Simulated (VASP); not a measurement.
# Si2C (I4/mcm) in VASP: relaxation of cell and atoms with PBE

Aim: the relaxation of cell and atoms of Si2C with PBE.

Everything below comes from runs of VASP 6.6.1. Logs are shortened: lines on timing, memory, paths and dates and some standing lists are left out, and cuts for length are marked.

## (1) The cell of the first run

Symmetry: I4/mcm, No. 140, tetragonal system. The conventional cell has a = 5.536 Å, b = 5.536 Å, c = 4.502 Å, α = 90.00°, β = 90.00°, γ = 90.00°. Si (site symmetry m2m) has 4 C at 2.34 Å and 11 Si at 2.57 to 2.94 Å within 3.1 Å. C (site symmetry 422) has 2 C at 2.25 Å and 8 Si at 2.34 Å within 3.0 Å.

## (2) Relaxation of cell and atoms, PBE

Contents of INCAR:

```
SYSTEM = Si2C
ALGO     = Normal         ! electronic algorithm
EDIFF    = 1E-6           ! SCF threshold, eV
EDIFFG   = -0.01          ! ionic threshold
ENCUT    = 600            ! plane-wave cutoff, eV
GGA      = PE             ! functional
IBRION   = 2              ! ionic algorithm
ISIF     = 3              ! what is computed and relaxed
ISMEAR   = 0              ! smearing method
LASPH    = .TRUE.         ! aspherical terms in the spheres
LCHARG   = .FALSE.        ! write CHGCAR
LREAL    = .FALSE.        ! projectors in reciprocal space
LWAVE    = .FALSE.        ! write WAVECAR
NELM     = 100            ! most SCF steps
NSW      = 100            ! ionic steps
PREC     = Accurate       ! precision mode
SIGMA    = 0.1            ! smearing width, eV
```

Contents of KPOINTS:

```
k-points
0
G
  10 10 10
  0 0 0
```

Contents of POSCAR:

```
Si2C
1.0
   -2.7682051196      2.7682051196      2.2508862659
    2.7682051196     -2.7682051196      2.2508862659
    2.7682051196      2.7682051196     -2.2508862659
Si C
4 2
Direct
    0.1706558671      0.6706558671      0.8413117341
    0.6706558671      0.8293441329      0.5000000000
    0.8293441329      0.3293441329      0.1586882659
    0.3293441329      0.1706558671      0.5000000000
    0.7500000000      0.7500000000      0.0000000000
    0.2500000000      0.2500000000      0.0000000000
```

Potentials or basis: VASP PAW PBE potentials, release 64 (Si, C).

Run with:

```
> cat potpaw_PBE.64/Si/POTCAR potpaw_PBE.64/C/POTCAR > POTCAR
> mpirun -np 1 vasp_std > vasp.out
```

OUTCAR:

```text
SYSTEM = Si2C
   EDIFF = 1E-6
   EDIFFG = -0.01
   ENCUT = 600
   GGA = PE
   IBRION = 2
   ISIF = 3
   ISMEAR = 0
   LASPH = .TRUE.
   LREAL = .FALSE.
   NELM = 100
   NSW = 100
   PREC = Accurate

 ion  position               nearest neighbor table
   1  0.171  0.671  0.841-   5 2.34   6 2.34   5 2.34   6 2.34   3 2.57   3 2.57   3 2.67   4 2.90
                             2 2.90   2 2.90   4 2.90   4 2.94   2 2.94   2 2.94   4 2.94
   2  0.671  0.829  0.500-   6 2.34   5 2.34   5 2.34   6 2.34   4 2.57   4 2.57   4 2.67   1 2.90
                             3 2.90   3 2.90   1 2.90   1 2.94   3 2.94   1 2.94   3 2.94
   3  0.829  0.329  0.159-   5 2.34   6 2.34   5 2.34   6 2.34   1 2.57   1 2.57   1 2.67   4 2.90
                             2 2.90   4 2.90   2 2.90   4 2.94   2 2.94   4 2.94   2 2.94
   4  0.329  0.171  0.500-   5 2.34   6 2.34   6 2.34   5 2.34   2 2.57   2 2.57   2 2.67   3 2.90
                             1 2.90   1 2.90   3 2.90   3 2.94   1 2.94   1 2.94   3 2.94
   5  0.750  0.750  0.000-   3 2.34   1 2.34   2 2.34   2 2.34   4 2.34   4 2.34   3 2.34   1 2.34

   6  0.250  0.250  0.000-   3 2.34   1 2.34   4 2.34   4 2.34   2 2.34   2 2.34   1 2.34   3 2.34

  LATTYP: Found a body centered tetragonal cell.
 ALAT       =     5.5364102392
 C/A-ratio  =     0.8131211990

  Lattice vectors:

 A1 = (  -2.7682051196,   2.7682051196,   2.2508862659)
 A2 = (   2.7682051196,  -2.7682051196,   2.2508862659)
 A3 = (   2.7682051196,   2.7682051196,  -2.2508862659)

Analysis of symmetry for initial positions (statically):
=====================================================================
 Subroutine PRICEL returns:
 Original cell was already a primitive cell.

 Routine SETGRP: Setting up the symmetry group for a
 body centered tetragonal supercell.

 Subroutine GETGRP returns: Found 16 space group operations
 (whereof  8 operations were pure point group operations)
 out of a pool of 16 trial point group operations.

The static configuration has the point symmetry C_4h.
 The point group associated with its full space group is D_4h.

Analysis of symmetry for dynamics (positions and initial velocities):
=====================================================================
 Subroutine PRICEL returns:
 Original cell was already a primitive cell.

 Routine SETGRP: Setting up the symmetry group for a
 body centered tetragonal supercell.

 Subroutine GETGRP returns: Found 16 space group operations
 (whereof  8 operations were pure point group operations)
 out of a pool of 16 trial point group operations.

The dynamic configuration has the point symmetry C_4h.
 The point group associated with its full space group is D_4h.

 Subroutine INISYM returns: Found 16 space group operations
 (whereof  8 operations are pure point group operations),
 and found     1 'primitive' translations
[... 133 lines left out ...]
   LRPA    =     F    only Hartree local field effects (RPA)
 conjugate gradient relaxation of ions
 non-spin polarized calculation
 Gauss-broadening in eV      SIGMA  =   0.10
  energy-cutoff  :      600.00
  volume of cell :       68.99
 maximum number of plane-waves:      2324
   NGX = 19   NGY = 19   NGZ = 19

--------------------------------------- Ionic step        1  -------------------------------------------

 number of electron      24.0000000 magnetization

 Free energy of the ion-electron system (eV)
  ---------------------------------------------------
  ext. energy  EPLUGINS =         0.00000000
  ---------------------------------------------------
  free energy    TOTEN  =       -30.81395560 eV

  energy without entropy =      -30.79887411  energy(sigma->0) =      -30.80641485

------------------------ aborting loop because EDIFF is reached ----------------------------------------

  FORCE on cell =-STRESS in cart. coord.  units (eV):
  Direction    XX          YY          ZZ          XY          YZ          ZX
  --------------------------------------------------------------------------------------
  -------------------------------------------------------------------------------------
  Total       -1.5264162     -1.5264162      2.2018563      0.0000000     -0.0000000      0.0000000
  in kB      -35.4465088    -35.4465088     51.1316112      0.0000000     -0.0000000      0.0000000
  external PRESSURE =      -6.5871355 kB  Pullay stress =       0.0000000 kB
[... 101 lines left out ...]
  FREE ENERGIE OF THE ION-ELECTRON SYSTEM (eV)
  ---------------------------------------------------
  free  energy   TOTEN  =       -31.0135754189 eV

  energy  without entropy=      -30.9995759029  energy(sigma->0) =      -31.00657566

[... ionic steps 4 to 31 ...]

--------------------------------------- Ionic step       32  -------------------------------------------

 number of electron      23.9999999 magnetization

------------------------ aborting loop because EDIFF is reached ----------------------------------------
[... 75 lines left out ...]
--------------------------------------- Ionic step       34  -------------------------------------------

 number of electron      23.9999999 magnetization

 Free energy of the ion-electron system (eV)
  ---------------------------------------------------
  ext. energy  EPLUGINS =         0.00000000
  ---------------------------------------------------
  free energy    TOTEN  =       -33.01090674 eV

  energy without entropy =      -33.00024893  energy(sigma->0) =      -33.00557783

 E-fermi :  11.0751     XC(G=0): -11.7744

 val. band max:       11.0647916985   @ k =  -0.3000   0.5000   0.3000
 cond. band min:      11.0843564490   @ k =   0.3000   0.1000   0.1000
 fundamental gap:      0.0195647506
 Fermi energy:        11.0750790256

 k-point     1 :       0.0000    0.0000    0.0000
  band No.  band energies     occupation
      1      -5.8947      2.00000
      2       0.6327      2.00000
      3       2.4547      2.00000
      4       4.5776      2.00000
      5       4.7487      2.00000
      6       4.7487      2.00000
[... 433 lines left out ...]
      3      -0.7702      2.00000
      4       1.2353      2.00000
      5       2.4422      2.00000
      6       4.9102      2.00000
[... 8 lines left out ...]
     15      13.3120      0.00000
     16      14.5344      0.00000

 [... further k-points ...]

------------------------ aborting loop because EDIFF is reached ----------------------------------------

  FORCE on cell =-STRESS in cart. coord.  units (eV):
  Direction    XX          YY          ZZ          XY          YZ          ZX
  --------------------------------------------------------------------------------------
  -------------------------------------------------------------------------------------
  Total       -0.0193439     -0.0193439     -0.0365006      0.0000000     -0.0000000      0.0000000
  in kB       -0.4701239     -0.4701239     -0.8870927      0.0000000     -0.0000000      0.0000000
  external PRESSURE =      -0.6091135 kB  Pullay stress =       0.0000000 kB
[... 21 lines left out ...]
  FREE ENERGIE OF THE ION-ELECTRON SYSTEM (eV)
  ---------------------------------------------------
  free  energy   TOTEN  =       -33.0109067356 eV

  energy  without entropy=      -33.0002489301  energy(sigma->0) =      -33.00557783

 reached required accuracy - stopping structural energy minimisation
```

CONTCAR:

```text
Si2C
   1.00000000000000
    -2.3904720286078223    2.3904720286078223    2.8841285565582888
     2.3904720286078223   -2.3904720286078223    2.8841285565582888
     2.3904720286078223    2.3904720286078223   -2.8841285565582888
  Si              C
     4     2
Direct
     0.1826254271985909    0.6826254271985910    0.8652508542971801
     0.6826254271985910    0.8173745728014090    0.5000000000000000
     0.8173745728014090    0.3173745728014091    0.1347491457028200
     0.3173745728014091    0.1826254271985909    0.5000000000000000
     0.7500000000000000    0.7500000000000000    0.0000000000000000
     0.2500000000000000    0.2500000000000000    0.0000000000000000

  0.00000000E+00  0.00000000E+00  0.00000000E+00
  0.00000000E+00  0.00000000E+00  0.00000000E+00
  0.00000000E+00  0.00000000E+00  0.00000000E+00
  0.00000000E+00  0.00000000E+00  0.00000000E+00
  0.00000000E+00  0.00000000E+00  0.00000000E+00
  0.00000000E+00  0.00000000E+00  0.00000000E+00
```

Wall time 47 min (1 thread of Intel Xeon 8259CL, shared host); peak memory 0.3 GiB.

What came out:

- Free energy: -33.0109 eV
- Relaxed volume: 10.99 Å³/atom
- Relaxed cell: a = 4.444 Å, b = 4.444 Å, c = 4.444 Å, α = 114.91°, β = 114.91°, γ = 99.06°
- Space group after relaxing (to 0.1 Å): I4/mcm (No. 140)
- Pressure after relaxing: -0.1 GPa
- Largest force after relaxing: 0.007 eV/Å
- Band gap on the k mesh: zero (bands 12 and 13 overlap by 3.99 eV)

Forces in eV/Å, atoms in the order of the input:
```
Si   0.005  0.005  0.000
Si  -0.005  0.005  0.000
Si  -0.005 -0.005  0.000
Si   0.005 -0.005  0.000
C    0.000  0.000  0.000
C    0.000  0.000  0.000
```

Final structure:
```xyz
6
Lattice="-2.3905 2.3905 2.8841 2.3905 -2.3905 2.8841 2.3905 2.3905 -2.8841" Properties=species:S:1:pos:R:3 pbc="T T T"
Si    3.2636    0.8731    0.0000
Si    1.5173    0.8731    2.8841
Si   -0.8731    1.5173    2.8841
Si    0.8731    1.5174    0.0000
C     0.0000    0.0000    4.3262
C     0.0000    0.0000    1.4421
```

Levels at points of the mesh, in eV from the Fermi level:
| k point | band 10 | band 11 | band 12 | band 13 | band 14 | band 15 |
| --- | --- | --- | --- | --- | --- | --- |
| (0.00, 0.00, 0.00) | -5.55 | -5.55 | -2.87 | -2.59 | -1.69 | 2.17 |
| (0.50, 0.00, 0.00) | -2.96 | -0.13 | -0.13 | 0.34 | 0.34 | 2.51 |
| (0.50, 0.50, 0.00) | -1.91 | -1.83 | -0.16 | 1.37 | 2.09 | 2.42 |
| (0.50, 0.50, 0.50) | -1.15 | -1.03 | -1.03 | -0.13 | 0.96 | 1.59 |
